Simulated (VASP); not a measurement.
The system is MgI2.

```
Mg I
1.0
     2.01777    1.20013    6.89235
    -2.01777    1.20013    6.89235
     0.00000   -2.40025    6.89235
Mg I
1 2
Direct
  0.00000 0.00000 0.00000
  0.25076 0.25076 0.25400
  0.74924 0.74924 0.74600
```

This cell differs from its parent crystal: uniaxial x strain -2.9%.

Base run:

```yaml
Program: VASP 6.6.1
Functional: r2SCAN
Potentials_or_basis: VASP PAW PBE potentials, release 64 (Mg, I)
Cutoff: 520 eV
k_mesh: 8 × 8 × 8
Occupations: gaussian, width 0.01 eV
Spin: no spin polarisation
```

Its results: band gap on the k mesh 3.69 eV (least direct gap 4.20 eV); pressure 1.3 GPa; largest force 0.042 eV/Å.

**Question.** The run is repeated on the same cell with these changes: functional from r2SCAN to PBE; occupations from gaussian, width 0.01 eV to fermi-dirac, width 0.02 eV. What comes out?

**Answer.** Band gap on the k mesh 3.13 eV (least direct gap 3.62 eV); pressure 1.8 GPa; largest force 0.009 eV/Å.

Caveats: spin-orbit coupling is left out, which moves the levels of the heavy elements; the PAW data sets were made with another functional, which shifts forces and pressure a little (at least some runs).

A k mesh can miss the band edges.
